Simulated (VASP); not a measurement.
Here is a VASP 6.6.1 calculation.

INCAR

```
PREC     = Accurate       # precision mode
ENCUT    = 520            # plane-wave cutoff, eV
EDIFF    = 1E-7           # SCF threshold, eV
ISMEAR   = -1             # smearing method
SIGMA    = 0.02           # smearing width, eV
LREAL    = F              # projectors in reciprocal space
LASPH    = T              # aspherical terms in the spheres
NELM     = 100            # most SCF steps
ALGO     = Normal         # electronic algorithm
ISIF     = 2              # what is computed and relaxed
LWAVE    = F              # write WAVECAR
LCHARG   = F              # write CHGCAR
GGA      = PS             # functional
NBANDS   = 16             # bands
```

KPOINTS

```
Automatic mesh
0
Gamma
  12 12 4
```

Contents of POSCAR:

```
NaH
1.0
    3.3141997651      0.0000000000      0.0000000000
   -1.6570998826      2.8701811897      0.0000000000
    0.0000000000      0.0000000000      5.8423973538
Na H
2 2
Direct
    0.0000000000      0.0000000000      0.0000000000
    0.0000000000      0.0000000000      0.5000000000
    0.3333333333      0.6666666667      0.2500000000
    0.6666666667      0.3333333333      0.7500000000
```

Potentials or basis: VASP PAW PBE potentials, release 64 (Na_pv, H).

The run is started by

```bash
$ cat potpaw_PBE.64/Na_pv/POTCAR potpaw_PBE.64/H/POTCAR > POTCAR
$ mpirun -np 1 vasp_std > vasp.out
```

What does it give for the pressure?

0.0 GPa.

Estimate the band gap on the k mesh.

3.19 eV (least direct gap 4.32 eV).

Caveat: the PAW data sets were made with another functional, which shifts forces and pressure a little. A k mesh can miss the band edges.
